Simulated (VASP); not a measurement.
In: single point with r2SCAN

Crystal: In.

```
CELL_PARAMETERS angstrom
3.00154 0.00000 0.00000
-1.50077 2.59941 0.00000
0.00000 0.00000 4.91601
ATOMIC_POSITIONS crystal
In 0.33333 0.66667 0.25000
In 0.66667 0.33333 0.75000
```

```
Program                : VASP 6.6.1
Task                   : single point
Functional             : r2SCAN
Potentials or basis    : VASP PAW PBE potentials, release 64 (In_d)
Cutoff                 : 520 eV
k mesh                 : 7 × 7 × 4
Occupations            : fermi-dirac, width 0.05 eV
Spin                   : no spin polarisation
Dipole correction      : no
Further INCAR settings : ALGO = Normal; EDIFF = 1e-06; NBANDS = 20
```

| Property | Result |
| --- | --- |
| Pressure | 30.3 GPa |
| Band gap on the k mesh | zero (band 13 reaches 16.92 eV, above the bottom of band 14 at 8.75 eV) |

Levels at points of the mesh, in eV from the Fermi level:
```csv
k point,band 11,band 12,band 13,band 14,band 15,band 16
"(0.00, 0.00, 0.00)",-12.73,-5.34,-4.68,11.31,11.31,12.05
"(0.00, 0.00, 0.50)",-10.83,-10.83,4.11,4.11,12.33,12.33
```

Wall time 29 s on 1 thread of Intel(R) Xeon(R) 6975P-C (Granite Rapids), with other jobs on the host, peak memory 0.16 GiB.

Caveat: the PAW data sets were made with another functional, which shifts forces and pressure a little; spin-orbit coupling is left out, which moves the levels of the heavy elements.
